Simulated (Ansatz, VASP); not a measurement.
Sc3W: VASP beside Ansatz

INCAR

```
SYSTEM = Sc3W
PREC     = Accurate       ! precision mode
ENCUT    = 520            ! plane-wave cutoff, eV
EDIFF    = 1E-6           ! SCF threshold, eV
ISMEAR   = 0              ! smearing method
SIGMA    = 0.1            ! smearing width, eV
LREAL    = .False.        ! projectors in reciprocal space
LASPH    = .True.         ! aspherical terms in the spheres
NELM     = 60             ! most SCF steps
ALGO     = Normal         ! electronic algorithm
ISIF     = 2              ! what is computed and relaxed
LWAVE    = .False.        ! write WAVECAR
LCHARG   = .True.         ! write CHGCAR
GGA      = PE             ! functional
LELF     = .True.         ! ELF
LVHAR    = .True.       
NBANDS   = 32             ! bands
```

File KPOINTS:

```
Automatic mesh
0
Gamma
  6 6 2
  0 0 0
```

The input POSCAR:

```
Sc3W
1.0
    2.9645799200      0.0000000000      0.0000000000
   -1.4822899600      2.5674015200      0.0000000000
    0.0000000000      0.0000000000      8.9118428800
Sc W
3 1
Direct
    0.6666666700      0.3333333300      0.5000000000
    0.3333333300      0.6666666700      0.2567962400
    0.3333333300      0.6666666700      0.7432037600
    0.6666666700      0.3333333300      0.0000000000
```

Input for Ansatz:

```yaml
crystal:
  lattice:
    - [2.96457992, 0.0, 0.0]
    - [-1.48228996, 2.56740152, 0.0]
    - [0.0, 0.0, 8.91184288]
  atoms:
    - { symbol: Sc, position: [0.66666667, 0.33333333, 0.5] }
    - { symbol: Sc, position: [0.33333333, 0.66666667, 0.25679624] }
    - { symbol: Sc, position: [0.33333333, 0.66666667, 0.74320376] }
    - { symbol: W, position: [0.66666667, 0.33333333, 0.0] }
basis:
  ecutwfc: 420
kpoints:
  mp_grid: { grid: [6, 6, 2] }
hamiltonian:
  xc: pbe
scf:
  occupations: { method: gaussian, width: 0.1 }
  lower_state_search: "off"
output:
  forces: true
  stress: true
  eigenvalues: true
```

Change from the starting cell: species swapped into the Zn3Ag type (P-6m2, No. 187).

Alike in both runs: task single point; functional PBE; k mesh 6 × 6 × 2; occupations gaussian, width 0.1 eV; no spin polarisation.

|  | VASP | Ansatz |
| --- | --- | --- |
| version | VASP 6.6.1 | Ansatz 0.2.0 |
| potentials or method | VASP PAW PBE potentials, release 64 (Sc_sv, W_sv), cutoff 520 eV | scalar-relativistic, plane waves, PAW |
| valence electrons in the cell | 47 | 47 |

VASP gave:

* gap on the k mesh at the Fermi level (eV): none
* pressure (GPa): 24.4
* traceless stress, the component that is largest in VASP (GPa): 9.08
* rms of the force components (eV/Å): 0.526

Problem. What did Ansatz give for the same quantities?

Solution. gap on the k mesh at the Fermi level (eV): none; pressure (GPa): 24.1; traceless stress, the component that is largest in VASP (GPa): 9.00; rms of the force components (eV/Å): 0.524.

Atom by atom the forces differ by 0.001 eV/Å (rms over components). A gap of «none» marks a metal or a gap that the smearing closes. The functional is the same, so the differences come from potentials, cutoffs and numerics.

The k mesh is coarse, so the values compare programs but aren't converged. Neither program's run includes spin-orbit coupling.
